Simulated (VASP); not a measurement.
Al2Ru:

```xyz
3
Lattice="-1.5052 1.5052 4.0560 1.5052 -1.5052 4.0560 1.5052 1.5052 -4.0560" Properties=species:S:1:pos:R:3 pbc="T T T"
Al    0.0000    0.0000    5.3465
Al    0.0000    0.0000    2.7655
Ru    0.0000    0.0000    0.0000
```

Base run:

```yaml
Program: VASP 6.6.1
Functional: LDA
Potentials_or_basis: VASP PAW LDA potentials, release 64 (Al, Ru_pv)
Cutoff: 520 eV
k_mesh: 20 × 20 × 20
Occupations: gaussian, width 0.15 eV
Spin: collinear spin, ferromagnetic start
Starting_moments: "[0.0, 0.0, 1.125] μB"
Fixed_moment: 1.125 μB
```

Its results: pressure 25.2 GPa; site moments Al +0.06; Ru +0.67 μB; largest force 0.135 eV/Å.

Question: The run is repeated on the same cell with these changes: fixed moment from 1.125 μB to 0.1875 μB; moments at the start from [0.0, 0.0, 1.12] to [0.0, 0.0, 0.19]. What comes out?

Answer: Pressure 21.0 GPa; site moments Al +0.01; Ru +0.09 μB; largest force 0.282 eV/Å.

Caveats: the total moment is fixed, so each spin has its own Fermi level and the state may be an excited one; the stress differs along the axes, from 21 to 27 GPa (at least some runs); the cell stands under pressure (at least some runs).
